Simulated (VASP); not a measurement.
# CrAgRh2 (R-3m) in VASP: single point with r2SCAN

Aim: the single point of CrAgRh2 with r2SCAN.

Everything below comes from runs of VASP 6.6.1. Logs are shortened: lines on timing, memory, paths and dates and some standing lists are left out, and cuts for length are marked.

### Step 1. The cell of the first run

The structure is trigonal, space group R-3m (No. 166). Conventional cell: a = 3.242 Å, b = 3.242 Å, c = 20.103 Å, α = 90.00°, β = 90.00°, γ = 120.00°. Within 2.9 Å of Cr (site symmetry -3m) lie 6 Rh at 2.17 Å. Rh (site symmetry 3m) has 3 Cr at 2.17 Å and 1 Ag at 2.25 Å and 3 Rh at 2.89 Å within 2.9 Å. Ag (site symmetry -3m) has 2 Rh at 2.25 Å within 3.0 Å.

### Step 2. Single point, r2SCAN

POSCAR reads:

```
CrAgRh2
1.0
    3.2419230000      0.0000000000      0.0000000000
   -1.6209620000      2.8075920000      0.0000000000
    0.0000000000     -1.8717250000      6.7010610000
Cr Rh Ag
1 2 1
Direct
    0.5000000000      0.0000000000      0.5000000000
    0.1119000000      0.2238000000      0.3357000000
    0.8881000000      0.7762000000      0.6643000000
    0.0000000000      0.0000000000      0.0000000000
```

INCAR.step1 reads:

```
PREC = Accurate
ENCUT = 520
ISMEAR = -1
SIGMA = 0.1
LREAL = False
LASPH = True
NELM = 60
NBANDS = 34
GGA = PE
ALGO = Normal
EDIFF = 1E-4
LWAVE = True
LCHARG = False
```

INCAR.step2 reads:

```
PREC = Accurate
ENCUT = 520
EDIFF = 1E-6
ISMEAR = -1
SIGMA = 0.1
LREAL = False
LASPH = True
NELM = 60
ALGO = Normal
ISIF = 2
LWAVE = False
LCHARG = False
METAGGA = R2SCAN
LMIXTAU = True
NBANDS = 34
ISTART = 1
```

KPOINTS reads:

```
Automatic mesh
0
Gamma
  10 10 10
```

Potentials or basis: VASP PAW PBE potentials, release 64 (Cr_pv, Rh_pv, Ag).

On the command line:

```
$ cat potpaw_PBE.64/Cr_pv/POTCAR potpaw_PBE.64/Rh_pv/POTCAR potpaw_PBE.64/Ag/POTCAR > POTCAR
$ cp INCAR.step1 INCAR
$ mpirun -np 1 vasp_std > vasp.out
$ cp INCAR.step2 INCAR
$ mpirun -np 1 vasp_std > vasp.out
```

OUTCAR:

```text
PREC = Accurate
   ENCUT = 520
   EDIFF = 1E-6
   ISMEAR = -1
   LREAL = False
   LASPH = True
   NELM = 60
   ISIF = 2
   METAGGA = R2SCAN
   ISTART = 1

 ion  position               nearest neighbor table
   1  0.500  0.000  0.500-   2 2.17   3 2.17   3 2.17   2 2.17   2 2.17   3 2.17
   2  0.112  0.224  0.336-   1 2.17   1 2.17   1 2.17   4 2.25   3 2.89   3 2.89   3 2.89
   3  0.888  0.776  0.664-   1 2.17   1 2.17   1 2.17   4 2.25   2 2.89   2 2.89   2 2.89
   4  0.000  0.000  0.000-   2 2.25   3 2.25

  LATTYP: Found a trigonal (rhomboedric) cell.
 ALAT       =     6.9575558476
 COS(alpha) =     0.8914416809

  Lattice vectors:

 A1 = (  -1.6209620000,   0.9358670000,   6.7010610000)
 A2 = (   0.0000000000,  -1.8717250000,   6.7010610000)
 A3 = (   1.6209610000,   0.9358670000,   6.7010610000)

Analysis of symmetry for initial positions (statically):
=====================================================================
 Subroutine PRICEL returns:
 Original cell was already a primitive cell.

 Routine SETGRP: Setting up the symmetry group for a
 trigonal (rhombohedral) supercell.

 Subroutine GETGRP returns: Found 12 space group operations
 (whereof 12 operations were pure point group operations)
 out of a pool of 12 trial point group operations.

The static configuration has the point symmetry D_3d.

Analysis of symmetry for dynamics (positions and initial velocities):
=====================================================================
 Subroutine PRICEL returns:
 Original cell was already a primitive cell.

 Routine SETGRP: Setting up the symmetry group for a
 trigonal (rhombohedral) supercell.

 Subroutine GETGRP returns: Found 12 space group operations
 (whereof 12 operations were pure point group operations)
 out of a pool of 12 trial point group operations.

The dynamic configuration has the point symmetry D_3d.

 Subroutine INISYM returns: Found 12 space group operations
 (whereof 12 operations are pure point group operations),
 and found     1 'primitive' translations

----------------------------------------------------------------------------------------

                                     Primitive cell

  volume of cell :      60.9930

  direct lattice vectors                    reciprocal lattice vectors
[... 82 lines left out ...]
   PREC   = accura    normal or accurate (medium, high low for compatibility)
   ISTART =      1    job   : 0-new  1-cont  2-samecut
   ICHARG =      0    charge: 1-file 2-atom 10-const
   ISPIN  =      1    spin polarized calculation?
   LNONCOLLINEAR =      F non collinear calculations
   LSORBIT =      F    spin-orbit coupling
   LASPH  =      T    aspherical Exc in radial PAW
   ENCUT  =  520.0 eV  38.22 Ry    6.18 a.u.   6.03  6.03 12.94*2*pi/ulx,y,z
   NELM   =     60;   NELMIN=  2; NELMDL=  0     # of ELM steps
   EDIFF  = 0.1E-05   stopping-criterion for ELM
   LREAL  =      F    real-space projection
   EDIFFG = 0.1E-04   stopping-criterion for IOM
   NSW    =      0    number of steps for IOM
   IBRION =     -1    ionic relax: 0-MD 1-quasi-New 2-CG
   NFREE  =      0    steps in history (QN), initial steepest desc. (CG)
   ISIF   =      2    stress and relaxation
   ISYM   =      2    0-nonsym 1-usesym 2-fastsym
   POTIM  = 0.5000    time-step for ionic-motion
   TEBEG  =    0.0;   TEEND  =   0.0 temperature during run
   PSTRESS=    0.0 pullay stress
   NELECT =      53.0000    total number of electrons
   NUPDOWN=      -1.0000    fix difference up-down
   EMIN   =  10.00;   EMAX   =-10.00  energy-range for DOS
   EFERMI =   0.00;   METHOD = LEGACY
   ISMEAR =    -1;   SIGMA  =   0.10  broadening in eV -4-tet -1-fermi 0-gaus
   EFERMI_NEDOS =   21; number of points for ismear=-14 and -15
   IALGO  =     38    algorithm
   IMIX   =      4    mixing-type and parameters
     AMIX     =   0.40;   BMIX     =  1.00
     AMIX_MAG =   1.60;   BMIX_MAG =  1.00
  volume/ion in A,a.u.               =      15.25       102.90
  Fermi-wavevector in a.u.,A,eV,Ry     =   1.562212  2.952153 33.205114  2.440507
  Thomas-Fermi vector in A             =   2.665164
   LORBIT       =      0    0 simple, 1 ext, 2 COOP (PROOUT), +10 PAW based schemes
   METAGGA = R2SCAN    functional components
   LHFCALC =     F    Hartree Fock is set to
   AEXX    =    0.0000 exact exchange contribution
   IVDW    =     0    specifies the selected vdW correction
   LEPSILON=     F    determine dielectric tensor
   LRPA    =     F    only Hartree local field effects (RPA)
 non-spin polarized calculation
  energy-cutoff  :      520.00
  volume of cell :       60.99
 maximum number of plane-waves:      1662
   NGX = 13   NGY = 13   NGZ = 25

 number of electron      53.0000009 magnetization

 Free energy of the ion-electron system (eV)
  ---------------------------------------------------
  ext. energy  EPLUGINS =         0.00000000
  ---------------------------------------------------
  free energy    TOTEN  =       -78.99156097 eV

  energy without entropy =      -78.91094597  energy(sigma->0) =      -78.95125347

 E-fermi :   9.5414     XC(G=0): -13.4381

 val. band max:        9.5274241665   @ k =  -0.4000   0.2000  -0.0000
 cond. band min:       9.5429778515   @ k =   0.1000   0.1000   0.1000
 fundamental gap:      0.0155536851
 Fermi energy:         9.5413513573

 k-point     1 :       0.0000    0.0000    0.0000
  band No.  band energies     occupation
      1     -38.8900      2.00000
      2     -38.8488      2.00000
      3     -38.8487      2.00000
      4     -38.7562      2.00000
      5     -38.7562      2.00000
      6     -38.7394      2.00000
[... 877 lines left out ...]
     33      13.0304      0.00000
     34      15.6719      0.00000

 [... further k-points ...]
[... 5 lines left out ...]
  --------------------------------------------------------------------------------------
  -------------------------------------------------------------------------------------
  Total       11.0788405     11.0788746     35.1863362     -0.0000020      0.0000158     -0.0000018
  in kB      291.0212010    291.0220976    924.2817259     -0.0000518      0.0004138     -0.0000460
  external PRESSURE =     502.1083415 kB  Pullay stress =       0.0000000 kB

 VOLUME and BASIS-vectors are now :
 -----------------------------------------------------------------------------
  energy-cutoff  :      520.00
  volume of cell :       60.99
      direct lattice vectors                 reciprocal lattice vectors
     3.241923000  0.000000000  0.000000000     0.308458899  0.178088609  0.049743302
    -1.620962000  2.807592000  0.000000000     0.000000000  0.356177108  0.099486574
     0.000000000 -1.871725000  6.701061000     0.000000000  0.000000000  0.149230100

 POSITION                                       TOTAL-FORCE (eV/Angst)
 -----------------------------------------------------------------------------------
      1.62096     -0.93586      3.35053        -0.000000      0.000000      0.000000
     -0.00000      0.00000      2.24955         0.000000     -0.000000     -0.270058
      1.62096      0.93587      4.45151        -0.000000      0.000000      0.270058
      0.00000      0.00000      0.00000         0.000000     -0.000000      0.000000
 -----------------------------------------------------------------------------------
    total drift:                                0.000000      0.000000     -0.000000

  FREE ENERGIE OF THE ION-ELECTRON SYSTEM (eV)
  ---------------------------------------------------
  free  energy   TOTEN  =       -78.9915609698 eV

  energy  without entropy=      -78.9109459715  energy(sigma->0) =      -78.95125347
```

Run time: 4.2 min. Hardware: 1 thread of Intel Xeon 6975P-C (Granite Rapids), shared host; peak memory 0.35 GiB.

Results:

| Quantity | Value |
| --- | --- |
| Free energy | -78.9916 eV |
| Pressure | 50.2 GPa |
| Largest force | 0.270 eV/Å |
| Band gap on the k mesh | zero (an odd number of electrons rules out a gap without spin polarisation) |

Forces in eV/Å, atoms in the order of the input:
```
Cr   0.000  0.000  0.000
Rh   0.000  0.000 -0.270
Rh   0.000  0.000  0.270
Ag   0.000  0.000  0.000
```

Caveat: the stress differs along the axes, from 29 to 92 GPa; the PAW data sets were made with another functional, which shifts forces and pressure a little; the run has no spin polarisation, though such a crystal can be magnetic. Spin polarisation is off, so any magnetic state and its effect on volume and gap are missing.
